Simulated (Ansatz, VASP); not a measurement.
**One calculation of LiF, two programs**

```
Li F
1.0
    -0.00420    1.99305    2.03085
     2.06469    0.00056    2.02609
     2.09295    2.01655   -0.02770
Li F
1 1
Cartesian
  0.0000 0.0000 0.0000
  2.0767 2.0051 2.0146
```

Alike in both runs: task single point; functional LDA; k mesh 6 × 5 × 1; occupations gaussian, width 0.1 eV; no spin polarisation.

|  | VASP | Ansatz |
| --- | --- | --- |
| version | VASP 6.6.1 | Ansatz 0.2.0 |
| potentials or method | VASP PAW LDA potentials, release 64 (Li_sv, F), cutoff 750 eV | scalar-relativistic, plane waves, PAW |
| valence electrons in the cell | 10 | 10 |

```csv
,VASP,Ansatz,Ansatz less VASP
gap on the k mesh at the Fermi level (eV),8.03,8.04,+0.019
least direct gap on the mesh (eV),8.03,8.04,+0.019
pressure (GPa),5.3,5.8,+0.52
"traceless stress, the component that is largest in VASP (GPa)",14.67,14.69,+0.025
```

LDA's correlation is that of Perdew and Zunger in VASP and of Perdew and Wang (1992) in Ansatz. Ansatz's warnings: stress scf threshold loose.

The k mesh is coarse, so the values compare programs but aren't converged.
